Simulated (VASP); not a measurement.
# Au (Fm-3m) in VASP: further runs

The runs below take Au through single point, with PBEsol.

Everything below comes from runs of VASP 6.6.1. Logs are shortened: lines on timing, memory, paths and dates and some standing lists are left out, and cuts for length are marked.

## 1. The cell of the first run

The structure is cubic, space group Fm-3m (No. 225). The conventional cell has a = 4.222 Å, b = 4.222 Å, c = 4.222 Å, α = 90.00°, β = 90.00°, γ = 90.00°. Au (site symmetry m-3m) has 12 Au at 2.99 Å within 3.9 Å.

## 2. Single point, PBEsol (strained)

INCAR reads:

```
SYSTEM = Au
PREC = Accurate ; ENCUT = 520
EDIFF = 1E-7 ; ISMEAR = 0
SIGMA = 0.1 ; LREAL = .False.
LASPH = .True. ; NELM = 100
ALGO = Fast ; ISIF = 2
LWAVE = .False. ; LCHARG = .False.
GGA = PS ; NBANDS = 12
```

KPOINTS reads:

```
regular mesh
0
Gamma
  18 18 18
  0 0 0
```

POSCAR reads:

```
Au
1.0
    0.0000000000      2.1107923600      2.1107923600
    2.1107923600      0.0000000000      2.1107923600
    2.1107923600      2.1107923600      0.0000000000
Au
1
Direct
    0.0000000000      0.0000000000      0.0000000000
```

Potentials or basis: VASP PAW PBE potentials, release 64 (Au).

On the command line:

```sh
$ cat potpaw_PBE.64/Au/POTCAR > POTCAR
$ mpirun -np 1 vasp_std > vasp.out
```

OUTCAR:

```text
SYSTEM = Au
   PREC = Accurate
   ENCUT = 520
   EDIFF = 1E-7
   ISMEAR = 0
   LREAL = .False.
   LASPH = .True.
   NELM = 100
   ISIF = 2
   GGA = PS

 ion  position               nearest neighbor table
   1  0.000  0.000  0.000-

  LATTYP: Found a face centered cubic cell.
 ALAT       =     4.2215847200

  Lattice vectors:

 A1 = (   0.0000000000,   2.1107923600,   2.1107923600)
 A2 = (   2.1107923600,   0.0000000000,   2.1107923600)
 A3 = (   2.1107923600,   2.1107923600,   0.0000000000)

Analysis of symmetry for initial positions (statically):
=====================================================================
 Subroutine PRICEL returns:
 Original cell was already a primitive cell.

 Routine SETGRP: Setting up the symmetry group for a
 face centered cubic supercell.

 Subroutine GETGRP returns: Found 48 space group operations
 (whereof 48 operations were pure point group operations)
 out of a pool of 48 trial point group operations.

The static configuration has the point symmetry O_h .

Analysis of symmetry for dynamics (positions and initial velocities):
=====================================================================
 Subroutine PRICEL returns:
 Original cell was already a primitive cell.

 Routine SETGRP: Setting up the symmetry group for a
 face centered cubic supercell.

 Subroutine GETGRP returns: Found 48 space group operations
 (whereof 48 operations were pure point group operations)
 out of a pool of 48 trial point group operations.

The dynamic configuration has the point symmetry O_h .

 Subroutine INISYM returns: Found 48 space group operations
 (whereof 48 operations are pure point group operations),
 and found     1 'primitive' translations

----------------------------------------------------------------------------------------

                                     Primitive cell

  volume of cell :      18.8090

  direct lattice vectors                    reciprocal lattice vectors
     0.000000000  2.110792360  2.110792360    -0.236877871  0.236877871  0.236877871
     2.110792360  0.000000000  2.110792360     0.236877871 -0.236877871  0.236877871
     2.110792360  2.110792360  0.000000000     0.236877871  0.236877871 -0.236877871

  length of vectors
     2.985111183  2.985111183  2.985111183     0.410284507  0.410284507  0.410284507

  position of ions in fractional coordinates (direct lattice)
     0.000000000  0.000000000  0.000000000

  ion indices of the primitive-cell ions
   primitive index   ion index
                 1           1

----------------------------------------------------------------------------------------

 KPOINTS: regular mesh

Automatic generation of k-mesh.
 Grid dimensions read from file:
 generate k-points for:   18   18   18

 Generating k-lattice:

  Cartesian coordinates                     Fractional coordinates (reciprocal lattice)
    -0.013159882  0.013159882  0.013159882     0.055555556  0.000000000  0.000000000
     0.013159882 -0.013159882  0.013159882     0.000000000  0.055555556  0.000000000
     0.013159882  0.013159882 -0.013159882     0.000000000  0.000000000  0.055555556

  Length of vectors
     0.022793584  0.022793584  0.022793584

  Shift w.r.t. Gamma in fractional coordinates (k-lattice)
     0.000000000  0.000000000  0.000000000

 Subroutine IBZKPT returns following result:
 ===========================================

 Found    195 irreducible k-points:

 Following reciprocal coordinates:
            Coordinates               Weight
  0.000000  0.000000  0.000000      1.000000
  0.055556  0.000000  0.000000      8.000000
  0.111111  0.000000  0.000000      8.000000
  0.166667  0.000000  0.000000      8.000000
  0.222222  0.000000  0.000000      8.000000
  0.277778  0.000000  0.000000      8.000000
[... 16 lines left out ...]
 -0.277778  0.055556  0.000000     24.000000
 -0.222222  0.055556  0.000000     24.000000
 [... further k-points ...]
   k-points           NKPTS =    195   k-points in BZ     NKDIM =    195   number of bands    NBANDS=     12
   number of dos      NEDOS =    301   number of ions     NIONS =      1
   total plane-waves  NPLWV =  13824
   dimension x,y,z NGX =    24 NGY =   24 NGZ =   24
   dimension x,y,z NGXF=    48 NGYF=   48 NGZF=   48
   ions per type =               1
   NGX,Y,Z   is equivalent  to a cutoff of  13.37, 13.37, 13.37 a.u.
   NGXF,Y,Z  is equivalent  to a cutoff of  26.73, 26.73, 26.73 a.u.
 SYSTEM =  Au
   PREC   = accura    normal or accurate (medium, high low for compatibility)
   ISTART =      0    job   : 0-new  1-cont  2-samecut
   ICHARG =      2    charge: 1-file 2-atom 10-const
   ISPIN  =      1    spin polarized calculation?
   LNONCOLLINEAR =      F non collinear calculations
   LSORBIT =      F    spin-orbit coupling
   LASPH  =      T    aspherical Exc in radial PAW
   ENCUT  =  520.0 eV  38.22 Ry    6.18 a.u.   5.55  5.55  5.55*2*pi/ulx,y,z
   NELM   =    100;   NELMIN=  2; NELMDL= -5     # of ELM steps
   EDIFF  = 0.1E-06   stopping-criterion for ELM
   LREAL  =      F    real-space projection
   EDIFFG = 0.1E-05   stopping-criterion for IOM
   NSW    =      0    number of steps for IOM
   IBRION =     -1    ionic relax: 0-MD 1-quasi-New 2-CG
   NFREE  =      0    steps in history (QN), initial steepest desc. (CG)
   ISIF   =      2    stress and relaxation
   ISYM   =      2    0-nonsym 1-usesym 2-fastsym
   POTIM  = 0.5000    time-step for ionic-motion
   TEBEG  =    0.0;   TEEND  =   0.0 temperature during run
   PSTRESS=    0.0 pullay stress
   NELECT =      11.0000    total number of electrons
   NUPDOWN=      -1.0000    fix difference up-down
   EMIN   =  10.00;   EMAX   =-10.00  energy-range for DOS
   EFERMI =   0.00;   METHOD = LEGACY
   ISMEAR =     0;   SIGMA  =   0.10  broadening in eV -4-tet -1-fermi 0-gaus
   EFERMI_NEDOS =   21; number of points for ismear=-14 and -15
   IALGO  =     68    algorithm
   IMIX   =      4    mixing-type and parameters
     AMIX     =   0.40;   BMIX     =  1.00
     AMIX_MAG =   1.60;   BMIX_MAG =  1.00
  volume/ion in A,a.u.               =      18.81       126.93
  Fermi-wavevector in a.u.,A,eV,Ry     =   1.369042  2.587115 25.501086  1.874277
  Thomas-Fermi vector in A             =   2.494953
   LORBIT       =      0    0 simple, 1 ext, 2 COOP (PROOUT), +10 PAW based schemes
   GGA     = PS    functional components
   LHFCALC =     F    Hartree Fock is set to
   AEXX    =    0.0000 exact exchange contribution
   IVDW    =     0    specifies the selected vdW correction
   LEPSILON=     F    determine dielectric tensor
   LRPA    =     F    only Hartree local field effects (RPA)
 non-spin polarized calculation
 RMM-DIIS sequential band-by-band and
 Gauss-broadening in eV      SIGMA  =   0.10
  energy-cutoff  :      520.00
  volume of cell :       18.81
 maximum number of plane-waves:       531
 NGX is ok and might be reduce to    24

 number of electron      10.9999998 magnetization

 Free energy of the ion-electron system (eV)
  ---------------------------------------------------
  ext. energy  EPLUGINS =         0.00000000
  ---------------------------------------------------
  free energy    TOTEN  =        -3.84203888 eV

  energy without entropy =       -3.84077481  energy(sigma->0) =       -3.84140684

 E-fermi :   7.6399     XC(G=0): -12.3076

 val. band max:        7.6154962547   @ k =   0.5000   0.2778   0.1111
 cond. band min:       7.6838529408   @ k =   0.5000   0.1667   0.0556
 fundamental gap:      0.0683566862
 Fermi energy:         7.6399472065

 k-point     1 :       0.0000    0.0000    0.0000
  band No.  band energies     occupation
      1      -1.2006      2.00000
      2       3.5350      2.00000
      3       3.5350      2.00000
      4       3.5350      2.00000
      5       4.8193      2.00000
      6       4.8193      2.00000
      7      22.3002      0.00000
      8      25.7254      0.00000
      9      25.7254      0.00000
     10      25.7254      0.00000
     11      30.2939      0.00000
     12      33.9683      0.00000

 k-point     2 :       0.0556    0.0000    0.0000
  band No.  band energies     occupation
      1      -1.1019      2.00000
      2       3.5058      2.00000
      3       3.5672      2.00000
      4       3.5672      2.00000
      5       4.8055      2.00000
      6       4.8055      2.00000
      7      22.3983      0.00000
      8      24.9988      0.00000
      9      25.8218      0.00000
     10      25.8218      0.00000
     11      30.8109      0.00000
     12      32.8462      0.00000

 k-point     3 :       0.1111    0.0000    0.0000
  band No.  band energies     occupation
      1      -0.8128      2.00000
      2       3.4320      2.00000
      3       3.6512      2.00000
      4       3.6512      2.00000
      5       4.7779      2.00000
      6       4.7779      2.00000
      7      22.5259      0.00000
      8      23.5794      0.00000
      9      26.0847      0.00000
     10      26.0847      0.00000
     11      30.2679      0.00000
     12      32.2515      0.00000

 k-point     4 :       0.1667    0.0000    0.0000
  band No.  band energies     occupation
      1      -0.3597      2.00000
      2       3.3567      2.00000
      3       3.7454      2.00000
      4       3.7454      2.00000
      5       4.7803      2.00000
      6       4.7803      2.00000
      7      21.2847      0.00000
      8      23.2395      0.00000
      9      26.4167      0.00000
     10      26.4167      0.00000
     11      29.0745      0.00000
     12      31.0416      0.00000

 k-point     5 :       0.2222    0.0000    0.0000
  band No.  band energies     occupation
      1       0.1946      2.00000
      2       3.3632      2.00000
      3       3.7869      2.00000
      4       3.7869      2.00000
      5       4.8748      2.00000
      6       4.8748      2.00000
      7      19.2624      0.00000
      8      23.2718      0.00000
      9      26.5744      0.00000
     10      26.5744      0.00000
     11      28.5751      0.00000
     12      30.1212      0.00000
[... 228 lines left out ...]
      1       1.2936      2.00000
      2       3.5369      2.00000
      3       3.6084      2.00000
      4       5.0710      2.00000
      5       5.5516      2.00000
      6       6.3392      2.00000
      7      12.3648      0.00000
      8      21.9874      0.00000
      9      23.6171      0.00000
     10      24.8275      0.00000
     11      30.5356      0.00000
     12      30.9723      0.00000

 k-point    22 :      -0.3333    0.0556    0.0000
  band No.  band energies     occupation
      1       1.2065      2.00000
      2       3.6157      2.00000
      3       3.6822      2.00000
      4       4.3168      2.00000
      5       5.2786      2.00000
      6       5.7928      2.00000
      7      14.3410      0.00000
      8      22.3186      0.00000
      9      24.0428      0.00000
     10      25.8167      0.00000
     11      29.5975      0.00000
     12      30.4729      0.00000

 k-point    23 :      -0.2778    0.0556    0.0000
  band No.  band energies     occupation
      1       0.9440      2.00000
      2       3.5901      2.00000
      3       3.7701      2.00000
      4       3.7739      2.00000
      5       4.9870      2.00000
      6       5.4366      2.00000
      7      16.4548      0.00000
      8      22.7205      0.00000
      9      24.6530      0.00000
     10      26.9995      0.00000
     11      28.5515      0.00000
     12      29.8312      0.00000

 k-point    24 :      -0.2222    0.0556    0.0000
  band No.  band energies     occupation
      1       0.4647      2.00000
      2       3.3234      2.00000
      3       3.8016      2.00000
      4       3.8312      2.00000
      5       4.7485      2.00000
      6       5.1533      2.00000
      7      18.6049      0.00000
      8      23.0509      0.00000
      9      25.2594      0.00000
     10      27.8317      0.00000
     11      27.8755      0.00000
     12      29.5931      0.00000

 [... further k-points ...]
[... 5 lines left out ...]
  --------------------------------------------------------------------------------------
  -------------------------------------------------------------------------------------
  Total       -1.5588429     -1.5588429     -1.5588429      0.0000000     -0.0000000     -0.0000000
  in kB     -132.7841971   -132.7841971   -132.7841971      0.0000000     -0.0000000     -0.0000000
  external PRESSURE =    -132.7841971 kB  Pullay stress =       0.0000000 kB

 VOLUME and BASIS-vectors are now :
 -----------------------------------------------------------------------------
  energy-cutoff  :      520.00
  volume of cell :       18.81
      direct lattice vectors                 reciprocal lattice vectors
     0.000000000  2.110792360  2.110792360    -0.236877871  0.236877871  0.236877871
     2.110792360  0.000000000  2.110792360     0.236877871 -0.236877871  0.236877871
     2.110792360  2.110792360  0.000000000     0.236877871  0.236877871 -0.236877871

 POSITION                                       TOTAL-FORCE (eV/Angst)
 -----------------------------------------------------------------------------------
      0.00000      0.00000      0.00000         0.000000      0.000000      0.000000
 -----------------------------------------------------------------------------------
    total drift:                               -0.000000      0.000000      0.000000

  FREE ENERGIE OF THE ION-ELECTRON SYSTEM (eV)
  ---------------------------------------------------
  free  energy   TOTEN  =        -3.8420388808 eV

  energy  without entropy=       -3.8407748061  energy(sigma->0) =       -3.84140684
```

It took 40 s on 1 thread of AMD EPYC 7R13 (Zen 3), shared host; peak memory 0.14 GiB.

Results:

```
Free energy : -3.8420 eV
Pressure    : -13.3 GPa
```

Caveat: the cell differs from its parent crystal (strained); the PAW data sets were made with another functional, which shifts forces and pressure a little; spin-orbit coupling is left out, which moves the levels of the heavy elements.

## 3. Single point, PBEsol

This run uses another cell than the first one: it holds 4 atoms, not 1.

INCAR reads:

```
SYSTEM = Au
ALGO     = Normal         ! electronic algorithm
EDIFF    = 1E-6           ! SCF threshold, eV
ENCUT    = 520            ! plane-wave cutoff, eV
GGA      = PS             ! functional
ISIF     = 2              ! what is computed and relaxed
ISMEAR   = 0              ! smearing method
LASPH    = .True.         ! aspherical terms in the spheres
LCHARG   = .True.         ! write CHGCAR
LELF     = .True.         ! ELF
LREAL    = .False.        ! projectors in reciprocal space
LVHAR    = .True.       
LWAVE    = .False.        ! write WAVECAR
NBANDS   = 30             ! bands
NELM     = 100            ! most SCF steps
PREC     = Accurate       ! precision mode
SIGMA    = 0.15           ! smearing width, eV
```

KPOINTS reads:

```
k-points
0
Gamma
  8 8 8
  0 0 0
```

POSCAR reads:

```
Au
1.0
    4.0838687703      0.0000000000      0.0000000000
    0.0000000000     -4.0838687703      0.0000000000
    0.0000000000      0.0000000000     -4.0838687703
Au
4
Direct
    0.0000000000      0.5000000000      0.5000000000
    0.5000000000      0.0000000000      0.5000000000
    0.5000000000      0.5000000000      0.0000000000
    0.0000000000      0.0000000000      0.0000000000
```

Potentials or basis: VASP PAW PBE potentials, release 64 (Au).

On the command line:

```sh
$ cat potpaw_PBE.64/Au/POTCAR > POTCAR
$ mpirun -np 1 vasp_std > vasp.out
```

It took 84 s on 1 thread of Intel Xeon 6975P-C, shared host; peak memory 0.2 GiB.

Results (log left out):

| Property | Result |
| --- | --- |
| Free energy | -15.6953 eV |
| Pressure | -0.2 GPa |
| Band gap on the k mesh | zero (band 22 reaches 10.40 eV, above the bottom of band 23 at 8.26 eV) |

Levels at points of the mesh, in eV from the Fermi level:
| k point | band 19 | band 20 | band 21 | band 22 | band 23 | band 24 | band 25 | band 26 |
| --- | --- | --- | --- | --- | --- | --- | --- | --- |
| (0.00, 0.00, 0.00) | -1.62 | -1.62 | -1.62 | 0.95 | 0.95 | 0.95 | 5.75 | 5.75 |
| (0.50, 0.00, 0.00) | -2.59 | -2.59 | -1.62 | -1.62 | 4.69 | 4.69 | 6.27 | 6.27 |
| (0.50, 0.50, 0.00) | -3.17 | -3.17 | -0.28 | -0.28 | -0.28 | -0.28 | 8.49 | 8.49 |
| (0.50, 0.50, 0.50) | -1.94 | -1.94 | -1.03 | -1.03 | -1.03 | -1.03 | 3.06 | 3.06 |

Caveat: the PAW data sets were made with another functional, which shifts forces and pressure a little; spin-orbit coupling is left out, which moves the levels of the heavy elements.

## 4. Single point, PBEsol

This run uses another cell than the first one, of 17.03 Å³/atom, 0.905 times its volume.

INCAR reads:

```
PREC = Accurate ; ENCUT = 520
EDIFF = 1E-7 ; ISMEAR = 0
SIGMA = 0.15 ; LREAL = False
LASPH = True ; NELM = 80
ALGO = Normal ; ISIF = 2
LWAVE = False ; LCHARG = False
GGA = PS ; NBANDS = 12
```

KPOINTS reads:

```
regular mesh
0
Gamma
  14 14 14
```

POSCAR reads:

```
Au
1.0
    0.0000000000      2.0419343851      2.0419343851
    2.0419343851      0.0000000000      2.0419343851
    2.0419343851      2.0419343851      0.0000000000
Au
1
Direct
    0.0000000000      0.0000000000      0.0000000000
```

On the command line:

```sh
$ cat potpaw_PBE.64/Au/POTCAR > POTCAR
$ mpirun -np 1 vasp_std > vasp.out
```

It took 27 s on 1 thread of Intel Xeon 8259CL, shared host; peak memory 0.15 GiB.

It converged, with:

| Item | Value |
| --- | --- |
| Free energy | -3.9232 eV |
| Pressure | -0.4 GPa |

Levels at points of the mesh, in eV from the Fermi level:
```csv
k point,band 3,band 4,band 5,band 6,band 7,band 8,band 9,band 10
"(0.00, 0.00, 0.00)",-4.63,-4.63,-3.10,-3.10,14.55,18.55,18.55,18.55
"(0.50, 0.00, 0.00)",-4.67,-1.89,-1.89,-0.98,3.11,13.99,17.15,17.15
"(0.50, 0.50, 0.00)",-1.94,-1.57,-1.57,1.01,5.80,10.01,10.01,17.23
```

Caveat: the PAW data sets were made with another functional, which shifts forces and pressure a little; spin-orbit coupling is left out, which moves the levels of the heavy elements.

## 5. The runs side by side

```csv
cell,k mesh,smearing,gap on the mesh (eV),pressure (GPa)
"a = 2.985 Å, angles 60.0°, 1 atom",18 × 18 × 18,gaussian 0.1 eV,none,-13.3
"a = 4.084 Å, 4 atoms",8 × 8 × 8,gaussian 0.15 eV,none,-0.2
"a = 2.888 Å, angles 60.0°, 1 atom",14 × 14 × 14,gaussian 0.15 eV,none,-0.4
```

Alike in all rows: task single point; level PBEsol; potentials or basis VASP PAW PBE potentials, release 64 (Au); no spin polarisation; cutoff (eV) 520.

Caveats: the PAW data sets were made with another functional, which shifts forces and pressure a little; spin-orbit coupling is left out, which moves the levels of the heavy elements.

Absolute energies hang on the potentials; compare differences alone.
